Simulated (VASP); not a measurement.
# C (Fd-3m) in VASP: further runs

The runs below take C through single point, with revPBE+D3(BJ), B3LYP+D3(BJ), r2SCAN.

Everything below comes from runs of VASP 6.6.1. Logs are shortened: lines on timing, memory, paths and dates and some standing lists are left out, and cuts for length are marked.

## Step 1: The cell of the first run

The structure is cubic, space group Fd-3m (No. 227). The conventional cell has a = 3.558 Å, b = 3.558 Å, c = 3.558 Å, α = 90.00°, β = 90.00°, γ = 90.00°. Within 2.1 Å of C (site symmetry -43m) lie 4 C at 1.54 Å.

## Step 2: Single point, revPBE+D3(BJ), collinear spin, antiferromagnetic start

INCAR

```
ALGO     = Normal         # electronic algorithm
EDIFF    = 1E-6           # SCF threshold, eV
ENCUT    = 520            # plane-wave cutoff, eV
GGA      = RE             # functional
ISIF     = 2              # what is computed and relaxed
ISMEAR   = 0              # smearing method
ISPIN    = 2              # spin polarisation
IVDW     = 12             # dispersion correction
LASPH    = True           # aspherical terms in the spheres
LCHARG   = False          # write CHGCAR
LORBIT   = 11             # projections on sites
LREAL    = False          # projectors in reciprocal space
LWAVE    = False          # write WAVECAR
MAGMOM   = 0.5 -0.5       # initial moments
NBANDS   = 15             # bands
NELM     = 150            # most SCF steps
PREC     = Accurate       # precision mode
SIGMA    = 0.02           # smearing width, eV
```

KPOINTS

```
k-points
0
Gamma
  13 13 13
```

POSCAR

```
C
1.0
    0.0000000000      1.7790647872      1.7790647872
    1.7790647872      0.0000000000      1.7790647872
    1.7790647872      1.7790647872      0.0000000000
C
2
Direct
    0.7500000000      0.7500000000      0.7500000000
    0.5000000000      0.5000000000      0.5000000000
```

Potentials or basis: VASP PAW PBE potentials, release 64 (C).

Run with:

```sh
cat potpaw_PBE.64/C/POTCAR > POTCAR
mpirun -np 1 vasp_std > vasp.out
```

OUTCAR:

```text
EDIFF = 1E-6
   ENCUT = 520
   GGA = RE
   ISIF = 2
   ISMEAR = 0
   ISPIN = 2
   IVDW = 12
   LASPH = True
   LORBIT = 11
   LREAL = False
   NELM = 150
   PREC = Accurate
 IVDW          = 12

 ion  position               nearest neighbor table
   1  0.750  0.750  0.750-   2 1.54   2 1.54   2 1.54   2 1.54
   2  0.500  0.500  0.500-   1 1.54   1 1.54   1 1.54   1 1.54

  LATTYP: Found a face centered cubic cell.
 ALAT       =     3.5581295744

  Lattice vectors:

 A1 = (   0.0000000000,   1.7790647872,   1.7790647872)
 A2 = (   1.7790647872,   0.0000000000,   1.7790647872)
 A3 = (   1.7790647872,   1.7790647872,   0.0000000000)

Analysis of symmetry for initial positions (statically):
=====================================================================
 Subroutine PRICEL returns:
 Original cell was already a primitive cell.

 Routine SETGRP: Setting up the symmetry group for a
 face centered cubic supercell.

 Subroutine GETGRP returns: Found 48 space group operations
 (whereof 24 operations were pure point group operations)
 out of a pool of 48 trial point group operations.

The static configuration has the point symmetry T_d .
 The point group associated with its full space group is O_h .

Analysis of symmetry for dynamics (positions and initial velocities):
=====================================================================
 Subroutine PRICEL returns:
 Original cell was already a primitive cell.

 Routine SETGRP: Setting up the symmetry group for a
 face centered cubic supercell.

 Subroutine GETGRP returns: Found 48 space group operations
 (whereof 24 operations were pure point group operations)
 out of a pool of 48 trial point group operations.

The dynamic configuration has the point symmetry T_d .
 The point group associated with its full space group is O_h .

Analysis of structural, dynamic, and magnetic symmetry:
=====================================================================
 Subroutine PRICEL returns:
 Original cell was already a primitive cell.

 Routine SETGRP: Setting up the symmetry group for a
 face centered cubic supercell.

 Subroutine GETGRP returns: Found 48 space group operations
 (whereof 24 operations were pure point group operations)
 out of a pool of 48 trial point group operations.

The overall configuration has the point symmetry T_d .
 The point group associated with its full space group is O_h .

 Subroutine INISYM returns: Found 48 space group operations
 (whereof 24 operations are pure point group operations),
 and found     1 'primitive' translations

----------------------------------------------------------------------------------------

                                     Primitive cell

  volume of cell :      11.2617

  direct lattice vectors                    reciprocal lattice vectors
     0.000000000  1.779064787  1.779064787    -0.281046538  0.281046538  0.281046538
     1.779064787  0.000000000  1.779064787     0.281046538 -0.281046538  0.281046538
     1.779064787  1.779064787  0.000000000     0.281046538  0.281046538 -0.281046538

  length of vectors
     2.515977550  2.515977550  2.515977550     0.486786884  0.486786884  0.486786884

  position of ions in fractional coordinates (direct lattice)
     0.750000000  0.750000000  0.750000000
     0.500000000  0.500000000  0.500000000

  ion indices of the primitive-cell ions
   primitive index   ion index
                 1           1
                 2           2

----------------------------------------------------------------------------------------

 KPOINTS: k-points

Automatic generation of k-mesh.
 Grid dimensions read from file:
 generate k-points for:   13   13   13

 Generating k-lattice:

  Cartesian coordinates                     Fractional coordinates (reciprocal lattice)
    -0.021618964  0.021618964  0.021618964     0.076923077  0.000000000  0.000000000
     0.021618964 -0.021618964  0.021618964     0.000000000  0.076923077  0.000000000
     0.021618964  0.021618964 -0.021618964     0.000000000  0.000000000  0.076923077

  Length of vectors
     0.037445145  0.037445145  0.037445145

  Shift w.r.t. Gamma in fractional coordinates (k-lattice)
     0.000000000  0.000000000  0.000000000

 Subroutine IBZKPT returns following result:
 ===========================================

 Found     84 irreducible k-points:

 Following reciprocal coordinates:
            Coordinates               Weight
  0.000000  0.000000  0.000000      1.000000
  0.076923  0.000000  0.000000      8.000000
  0.153846  0.000000  0.000000      8.000000
  0.230769  0.000000  0.000000      8.000000
  0.307692  0.000000  0.000000      8.000000
  0.384615  0.000000  0.000000      8.000000
[... 16 lines left out ...]
  0.384615  0.153846  0.000000     24.000000
  0.461538  0.153846  0.000000     24.000000
 [... further k-points ...]
   k-points           NKPTS =     84   k-points in BZ     NKDIM =     84   number of bands    NBANDS=     15
   number of dos      NEDOS =    301   number of ions     NIONS =      2
   total plane-waves  NPLWV =   8000
   dimension x,y,z NGX =    20 NGY =   20 NGZ =   20
   dimension x,y,z NGXF=    40 NGYF=   40 NGZF=   40
   ions per type =               2
   NGX,Y,Z   is equivalent  to a cutoff of  13.22, 13.22, 13.22 a.u.
   NGXF,Y,Z  is equivalent  to a cutoff of  26.43, 26.43, 26.43 a.u.
 SYSTEM =  unknown system
   PREC   = accura    normal or accurate (medium, high low for compatibility)
   ISTART =      0    job   : 0-new  1-cont  2-samecut
   ICHARG =      2    charge: 1-file 2-atom 10-const
   ISPIN  =      2    spin polarized calculation?
   LNONCOLLINEAR =      F non collinear calculations
   LSORBIT =      F    spin-orbit coupling
   LASPH  =      T    aspherical Exc in radial PAW
   ENCUT  =  520.0 eV  38.22 Ry    6.18 a.u.   4.68  4.68  4.68*2*pi/ulx,y,z
   NELM   =    150;   NELMIN=  2; NELMDL= -5     # of ELM steps
   EDIFF  = 0.1E-05   stopping-criterion for ELM
   LREAL  =      F    real-space projection
   EDIFFG = 0.1E-04   stopping-criterion for IOM
   NSW    =      0    number of steps for IOM
   IBRION =     -1    ionic relax: 0-MD 1-quasi-New 2-CG
   NFREE  =      0    steps in history (QN), initial steepest desc. (CG)
   ISIF   =      2    stress and relaxation
   ISYM   =      2    0-nonsym 1-usesym 2-fastsym
   POTIM  = 0.5000    time-step for ionic-motion
   TEBEG  =    0.0;   TEEND  =   0.0 temperature during run
   PSTRESS=    0.0 pullay stress
   NELECT =       8.0000    total number of electrons
   NUPDOWN=      -1.0000    fix difference up-down
   EMIN   =  10.00;   EMAX   =-10.00  energy-range for DOS
   EFERMI =   0.00;   METHOD = LEGACY
   ISMEAR =     0;   SIGMA  =   0.02  broadening in eV -4-tet -1-fermi 0-gaus
   EFERMI_NEDOS =   21; number of points for ismear=-14 and -15
   IALGO  =     38    algorithm
   IMIX   =      4    mixing-type and parameters
     AMIX     =   0.40;   BMIX     =  1.00
     AMIX_MAG =   1.60;   BMIX_MAG =  1.00
  volume/ion in A,a.u.               =       5.63        38.00
  Fermi-wavevector in a.u.,A,eV,Ry     =   1.460729  2.760378 29.031159  2.133730
  Thomas-Fermi vector in A             =   2.577144
   LORBIT       =     11    0 simple, 1 ext, 2 COOP (PROOUT), +10 PAW based schemes
   GGA     = RE    functional components
   LHFCALC =     F    Hartree Fock is set to
   AEXX    =    0.0000 exact exchange contribution
   IVDW    =    12    specifies the selected vdW correction
   LEPSILON=     F    determine dielectric tensor
   LRPA    =     F    only Hartree local field effects (RPA)
 spin polarized calculation
 Gauss-broadening in eV      SIGMA  =   0.02
  energy-cutoff  :      520.00
  volume of cell :       11.26
 maximum number of plane-waves:       314
   NGX =  9   NGY =  9   NGZ =  9

 number of electron       7.9999999 magnetization       0.0000000

 number of electron       7.9999999 magnetization      -0.0000000

 Free energy of the ion-electron system (eV)
  ---------------------------------------------------
  ext. energy  EPLUGINS =         0.00000000
  ---------------------------------------------------
  free energy    TOTEN  =       -17.37141721 eV

  energy without entropy =      -17.37141721  energy(sigma->0) =      -17.37141721

 E-fermi :  10.0101     XC(G=0): -13.2287

 val. band max:        9.9283317563   @ k =   0.0000   0.0000   0.0000
 cond. band min:      14.0767725411   @ k =   0.3846   0.3846   0.0000
 fundamental gap:      4.1484407848
 Fermi energy:        10.0101475297

 spin component 1

 k-point     1 :       0.0000    0.0000    0.0000
  band No.  band energies     occupation
      1     -11.7092      1.00000
      2       9.9283      1.00000
      3       9.9283      1.00000
      4       9.9283      1.00000
      5      15.5400      0.00000
      6      15.5400      0.00000
      7      15.5400      0.00000
      8      23.3814      0.00000
      9      29.3913      0.00000
     10      36.4625      0.00000
     11      36.4625      0.00000
     12      37.5709      0.00000
     13      37.5709      0.00000
     14      37.5709      0.00000
     15      44.9948      0.00000
[... 397 lines left out ...]
 k-point    24 :       0.4615    0.1538    0.0000
  band No.  band energies     occupation
      1      -6.6674      1.00000
      2      -1.4028      1.00000
      3       5.4546      1.00000
      4       5.9886      1.00000
      5      17.0396      0.00000
      6      20.5809      0.00000
      7      20.9016      0.00000
      8      23.9585      0.00000
      9      30.7137      0.00000
     10      33.4231      0.00000
     11      37.1262      0.00000
     12      37.5789      0.00000
     13      44.8089      0.00000
     14      50.5974      0.00000
     15      53.4720      0.00000

 [... further k-points ...]

 spin component 2

 k-point     1 :       0.0000    0.0000    0.0000
  band No.  band energies     occupation
      1     -11.7092      1.00000
      2       9.9283      1.00000
      3       9.9283      1.00000
      4       9.9283      1.00000
      5      15.5400      0.00000
      6      15.5400      0.00000
      7      15.5400      0.00000
      8      23.3814      0.00000
      9      29.3913      0.00000
     10      36.4625      0.00000
     11      36.4625      0.00000
     12      37.5709      0.00000
     13      37.5709      0.00000
     14      37.5709      0.00000
     15      44.9948      0.00000
[... 397 lines left out ...]
 k-point    24 :       0.4615    0.1538    0.0000
  band No.  band energies     occupation
      1      -6.6674      1.00000
      2      -1.4028      1.00000
      3       5.4546      1.00000
      4       5.9886      1.00000
      5      17.0396      0.00000
      6      20.5809      0.00000
      7      20.9016      0.00000
      8      23.9585      0.00000
      9      30.7137      0.00000
     10      33.4231      0.00000
     11      37.1262      0.00000
     12      37.5789      0.00000
     13      44.8089      0.00000
     14      50.5974      0.00000
     15      53.4720      0.00000

 [... further k-points ...]

------------------------ aborting loop because EDIFF is reached ----------------------------------------

 Edisp (eV)   -0.79685

 E8    (eV) :    -0.4631

  FORCE on cell =-STRESS in cart. coord.  units (eV):
  Direction    XX          YY          ZZ          XY          YZ          ZX
  --------------------------------------------------------------------------------------
  -------------------------------------------------------------------------------------
  Total      -0.05900    -0.05900    -0.05900    -0.00000     0.00000     0.00000
  in kB      -8.39350    -8.39350    -8.39350    -0.00000     0.00000     0.00000
  external pressure =       -8.39 kB  Pullay stress =        0.00 kB

 VOLUME and BASIS-vectors are now :
 -----------------------------------------------------------------------------
  energy-cutoff  :      520.00
  volume of cell :       11.26
      direct lattice vectors                 reciprocal lattice vectors
     0.000000000  1.779064787  1.779064787    -0.281046538  0.281046538  0.281046538
     1.779064787  0.000000000  1.779064787     0.281046538 -0.281046538  0.281046538
     1.779064787  1.779064787  0.000000000     0.281046538  0.281046538 -0.281046538

 POSITION                                       TOTAL-FORCE (eV/Angst)
 -----------------------------------------------------------------------------------
      2.66860      2.66860      2.66860         0.000000      0.000000     -0.000000
      1.77906      1.77906      1.77906        -0.000000     -0.000000      0.000000
 -----------------------------------------------------------------------------------
    total drift:                                0.000000     -0.000000      0.000000

  FREE ENERGIE OF THE ION-ELECTRON SYSTEM (eV)
  ---------------------------------------------------
  free  energy   TOTEN  =       -18.1682623506 eV

  energy  without entropy=      -18.1682623506  energy(sigma->0) =      -18.16826235

 total charge

# of ion       s       p       d       tot
------------------------------------------
    1        0.837   1.753   0.000   2.590
    2        0.837   1.753   0.000   2.590
--------------------------------------------------
tot          1.673   3.506   0.000   5.179

 magnetization (x)

# of ion       s       p       d       tot
------------------------------------------
    1       -0.000   0.000   0.000   0.000
    2        0.000  -0.000   0.000  -0.000
--------------------------------------------------
tot          0.000   0.000   0.000   0.000
```

Run time: 65 s. Hardware: 1 thread of AMD EPYC 7R13, shared host; peak memory 0.12 GiB.

Results:

- Free energy: -18.1683 eV
- Pressure: -0.8 GPa
- Band gap on the k mesh: 4.15 eV, indirect (least direct gap 5.61 eV)
- Net moment: 0.00 μB per cell
- Valence electrons inside the program's atomic spheres: C 2.59
- Dispersion energy per atom: -0.398 eV

Caveat: three body term missing; the PAW data sets were made with another functional, which shifts forces and pressure a little. A hybrid or GW would open this gap; revPBE tends to underestimate it.

(Part 1 of 2 ends here.)
